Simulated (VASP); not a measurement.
Wanted: the native input for a VASP 6.6.1 run.

```yaml
Task: single point
Functional: RPBE
Potentials_or_basis: VASP PAW PBE potentials, release 64 (Nb_sv)
Cutoff: 520 eV
k_mesh: 11 × 11 × 11
Occupations: tetrahedron
Spin: non-collinear spin, zero start, spin-orbit coupling
Starting_moments: "[[0.0, 0.0, 0.0]] μB"
Dipole_correction: no
Further_INCAR_settings: ALGO = Fast; EDIFF = 1e-06; NBANDS = 24
```

The structure of Nb lies in POSCAR:

```
Nb
1.0
    0.0000000000      2.0267705995      2.0267705995
    2.0267705995      0.0000000000      2.0267705995
    2.0267705995      2.0267705995      0.0000000000
Nb
1
Direct
    0.0000000000      0.0000000000      0.0000000000
```

The input as run:

INCAR

```
SYSTEM = Nb
  PREC = Accurate
  ENCUT = 520
  EDIFF = 1E-6
  ISMEAR = -5
  SIGMA = 0.05
  LREAL = .False.
  LASPH = .True.
  NELM = 150
  ALGO = Fast
  ISIF = 2
  LWAVE = .False.
  LCHARG = .False.
  MAGMOM = 0 0 0
  LORBIT = 11
  LSORBIT = .True.
  GGA_COMPAT = .False.
  LORBMOM = .True.
  LMAXMIX = 4
  GGA = RP
  NBANDS = 24
```

KPOINTS

```
Automatic mesh
0
Gamma
  11 11 11
  0 0 0
```

Potentials or basis: VASP PAW PBE potentials, release 64 (Nb_sv).

Run with:

```sh
$ cat potpaw_PBE.64/Nb_sv/POTCAR > POTCAR
$ mpirun -np 1 vasp_ncl > vasp.out
```

It gave:

The pressure is 26.8 GPa, the net moment is 0.00 μB per cell and the valence electrons inside the program's atomic spheres are Nb 10.83.

Caveat: the PAW data sets were made with another functional, which shifts forces and pressure a little.

Run time: 42 s on 1 thread of Intel(R) Xeon(R) 6975P-C (Granite Rapids), with other jobs on the host, peak memory 0.21 GiB.
